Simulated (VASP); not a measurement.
Set up this calculation in VASP 6.6.1, as the native input.

```
Task                   : single point
Functional             : PBE
Potentials or basis    : VASP PAW PBE potentials, release 64 (Na_pv, H)
Cutoff                 : 520 eV
k mesh                 : 2 × 2 × 2
Occupations            : fermi-dirac, width 0.02 eV
Spin                   : no spin polarisation
Dipole correction      : no
Further INCAR settings : LREAL = Auto; ALGO = Normal; EDIFF = 1e-06; NBANDS = 46
```

The structure of NaH lies in POSCAR:

```
NaH
1.0
    0.0000000000      4.7950232845      4.7950232845
    4.7950232845      0.0000000000      4.7950232845
    4.7950232845      4.7950232845      0.0000000000
Na H
8 8
Direct
    0.0145462276      0.0151074345     -0.0199751898
   -0.0030603605     -0.0156450752      0.5056706414
   -0.0047593095      0.5232408377     -0.0049096738
   -0.0052385564      0.5067554120      0.5035956776
    0.4927222163     -0.0018599493      0.0127935771
    0.5098573781      0.0200057423      0.4999202001
    0.5113752019      0.5057479091     -0.0143409105
    0.5023066328      0.4722615232      0.5098744792
    0.2481067201      0.2653126845      0.2312237990
    0.2574071963      0.2522116011      0.7572229131
    0.2451038150      0.7403009932      0.2701992093
    0.2602870572      0.7611978678      0.7368513749
    0.7528785130      0.2735584213      0.2478209029
    0.7338339756      0.2510628059      0.7550964375
    0.7655622887      0.7497471413      0.2546388052
    0.7492584054      0.7538087483      0.7404845168
```

These files were run (other wordings do the same):

INCAR

```
PREC = Accurate ; ENCUT = 520
EDIFF = 1E-6 ; ISMEAR = -1
SIGMA = 0.02 ; LREAL = Auto
LASPH = True ; NELM = 80
ALGO = Normal ; ISIF = 2
LWAVE = False ; LCHARG = False
GGA = PE ; NBANDS = 46
```

KPOINTS

```
regular mesh
0
Gamma
  2 2 2
```

Potentials or basis: VASP PAW PBE potentials, release 64 (Na_pv, H).

The run is started by

```bash
$ cat potpaw_PBE.64/Na_pv/POTCAR potpaw_PBE.64/H/POTCAR > POTCAR
$ mpirun -np 1 vasp_std > vasp.out
```

Results of the run:

```yaml
Pressure: 0.7 GPa
Largest_force: 0.521 eV/Å
Band_gap_on_the_k_mesh: 3.72 eV (least direct gap 3.87 eV)
```

Caveat: the k points lie up to 0.57 Å⁻¹ apart; the atoms stand as in a frame of molecular dynamics.

Run time: 4.5 min on 1 thread of Intel Xeon 8259CL, with other jobs on the host, peak memory 0.35 GiB.
